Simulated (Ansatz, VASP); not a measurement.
## Two plane-wave programs on IrS

POSCAR

```
IrS
1.0
    0.0000000000      2.4440041735      2.4440041735
    2.4440041735      0.0000000000      2.4440041735
    2.4440041735      2.4440041735      0.0000000000
Ir S
1 1
Direct
    0.5000000000      0.5000000000      0.5000000000
    0.0000000000      0.0000000000      0.0000000000
```

Contents of INCAR.step1:

```
ALGO = Normal ; EDIFF = 1E-4
ENCUT = 520 ; GGA = PE
ISMEAR = 0 ; LASPH = T
LCHARG = F ; LREAL = F
LWAVE = T ; NBANDS = 14
NELM = 100 ; PREC = Accurate
SIGMA = 0.05
```

The input INCAR.step2:

```
ALGO = Normal ; EDIFF = 1E-7
ENCUT = 520 ; ISIF = 2
ISMEAR = 0 ; ISTART = 1
LASPH = T ; LCHARG = T
LELF = T ; LMIXTAU = T
LREAL = F ; LVHAR = T
LWAVE = F ; METAGGA = R2SCAN
NBANDS = 14 ; NELM = 100
PREC = Accurate ; SIGMA = 0.05
```

The input KPOINTS:

```
k-points
0
Gamma
  12 12 12
```

Input for Ansatz:

```yaml
crystal:
  lattice:
    - [0.0, 2.4440041735, 2.4440041735]
    - [2.4440041735, 0.0, 2.4440041735]
    - [2.4440041735, 2.4440041735, 0.0]
  atoms:
    - { symbol: Ir, position: [0.5, 0.5, 0.5] }
    - { symbol: S, position: [0.0, 0.0, 0.0] }
basis:
  ecutwfc: 500
  ecutrho_ratio: 4
kpoints:
  mp_grid: { grid: [12, 12, 12] }
hamiltonian:
  xc: r2scan
scf:
  occupations: { method: gaussian, width: 0.05 }
output:
  forces: true
  stress: true
  eigenvalues: true
```

Alike in both runs: task single point; functional r2SCAN; k mesh 12 × 12 × 12; occupations gaussian, width 0.05 eV; no spin polarisation.

|  | VASP | Ansatz |
| --- | --- | --- |
| version | VASP 6.6.1 | Ansatz 0.2.0 |
| potentials or method | VASP PAW PBE potentials, release 64 (Ir, S), cutoff 520 eV | scalar-relativistic, plane waves, PAW |
| valence electrons in the cell | 15 | 23 |

Ansatz gave:

| Quantity | Value |
| --- | --- |
| gap on the k mesh at the Fermi level (eV) | none |
| pressure (GPa) | 4.2 |

Question: Which values does VASP return?

Answer: gap on the k mesh at the Fermi level (eV): none; pressure (GPa): 5.5.

VASP's potentials were made for PBE, not for r2SCAN. A gap of «none» marks a metal or a gap that the smearing closes. With one functional, cell and mesh, what is left measures potentials, basis and numerics. VASP's potentials hold 15 valence electrons a cell and Ansatz's 23, so a difference there can come from the potentials and not from the codes.

Spin-orbit coupling is off throughout.
